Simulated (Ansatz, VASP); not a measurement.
## Rh: VASP beside Ansatz

The input INCAR:

```
SYSTEM = Rh
PREC = Accurate
ENCUT = 600
EDIFF = 1E-6
ISMEAR = -1
SIGMA = 0.15
LREAL = .FALSE.
LASPH = .TRUE.
NELM = 80
ALGO = Normal
ISIF = 3
LWAVE = .FALSE.
LCHARG = .FALSE.
GGA = CA
IBRION = 2
NSW = 80
EDIFFG = -0.01
```

KPOINTS

```
Automatic mesh
0
G
  14 14 8
  0 0 0
```

Contents of POSCAR:

```
Rh
1.0
    2.7309790000      0.0000000000      0.0000000000
   -1.3654900000      2.3650970000      0.0000000000
    0.0000000000      0.0000000000      4.4284890000
Rh
2
Direct
    0.6666666667      0.3333333333      0.7500000000
    0.3333333333      0.6666666667      0.2500000000
```

Input for Ansatz:

```yaml
crystal:
  lattice:
    - [2.730979, 0.0, 0.0]
    - [-1.36549, 2.365097, 0.0]
    - [0.0, 0.0, 4.428489]
  atoms:
    - { symbol: Rh, position: [0.6666666666666666, 0.3333333333333333, 0.75] }
    - { symbol: Rh, position: [0.3333333333333333, 0.6666666666666666, 0.25] }
basis:
  ecutwfc: 470.0
kpoints:
  mp_grid:
    grid: [14, 14, 8]
hamiltonian:
  xc: lda
  dispersion: none
scf:
  occupations:
    method: fermi_dirac
    width: 0.15
relax:
  cell: {}
```

Alike in both runs: task relaxation of cell and atoms; functional LDA; k mesh 14 × 14 × 8; occupations fermi-dirac, width 0.15 eV; no spin polarisation.

|  | VASP | Ansatz |
| --- | --- | --- |
| version | VASP 6.6.1 | Ansatz 0.2.0 |
| potentials or method | VASP PAW LDA potentials, release 64 (Rh_pv), cutoff 600 eV | plane waves, PAW |
| valence electrons in the cell | 30 | 34 |

```tsv
	VASP	Ansatz	Ansatz less VASP
relaxed volume (Å³/atom)	13.35	13.32	-0.031
relaxed cell length with the largest relative difference (Å)	4.310	4.306	-0.0035
```

LDA's correlation is that of Perdew and Zunger in VASP and of Perdew and Wang (1992) in Ansatz. VASP's potentials hold 30 valence electrons a cell and Ansatz's 34, so a difference there can come from the potentials and not from the codes.
